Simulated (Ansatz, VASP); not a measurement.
## One calculation of Al, two programs

```
Al
1.0
    -1.56971    1.56971    1.56971
     1.56971   -1.56971    1.56971
     1.56971    1.56971   -1.56971
Al
1
Cartesian
  0.0000 0.0000 0.0000
```

Alike in both runs: task single point; functional HSE06; k mesh 8 × 8 × 8; occupations fermi-dirac, width 0.05 eV; no spin polarisation.

|  | VASP | Ansatz |
| --- | --- | --- |
| version | VASP 6.6.1 | Ansatz 0.2.0 |
| potentials or method | VASP PAW PBE potentials, release 64 (Al) | Ansatz PAW |
| plane-wave cutoff (eV) | 520 | 420 |
| valence electrons in the cell | 3 | 3 |

```csv
,VASP,Ansatz,Ansatz less VASP
gap on the k mesh at the Fermi level (eV),none,none,-
pressure (GPa),6.5,6.3,-0.20
```

A gap of «none» marks a metal or a gap that the smearing closes.
